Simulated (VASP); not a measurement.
Here is a VASP 6.6.1 calculation.

File INCAR:

```
SYSTEM = GaAs
  PREC = Accurate
  ENCUT = 520
  EDIFF = 1E-8
  ISMEAR = 0
  SIGMA = 0.01
  LREAL = .FALSE.
  LASPH = .TRUE.
  NELM = 100
  ALGO = Normal
  ISIF = 2
  LWAVE = .FALSE.
  LCHARG = .FALSE.
  GGA = PE
  NBANDS = 16
  IBRION = 8
  NSW = 1
```

File KPOINTS:

```
Automatic mesh
0
G
  10 10 10
  0 0 0
```

Contents of POSCAR:

```
GaAs
1.0
    0.0000000000      2.8727978931      2.8727978931
    2.8727978931      0.0000000000      2.8727978931
    2.8727978931      2.8727978931      0.0000000000
Ga As
1 1
Direct
    0.0000000000      0.0000000000      0.0000000000
    0.7500000000      0.7500000000      0.7500000000
```

Potentials or basis: VASP PAW PBE potentials, release 64 (Ga_d, As).

Run with:

```console
$ cat potpaw_PBE.64/Ga_d/POTCAR potpaw_PBE.64/As/POTCAR > POTCAR
$ mpirun -np 1 vasp_std > vasp.out
```

Problem. What does it give for the highest phonon frequency at Γ, LO-TO splitting left out?

Solution. 253 cm⁻¹.

Phonon frequencies in cm⁻¹ (negative: imaginary):
```tsv
q point	frequencies
(0.000, 0.000, 0.000)	0 0 0 253 253 253
```
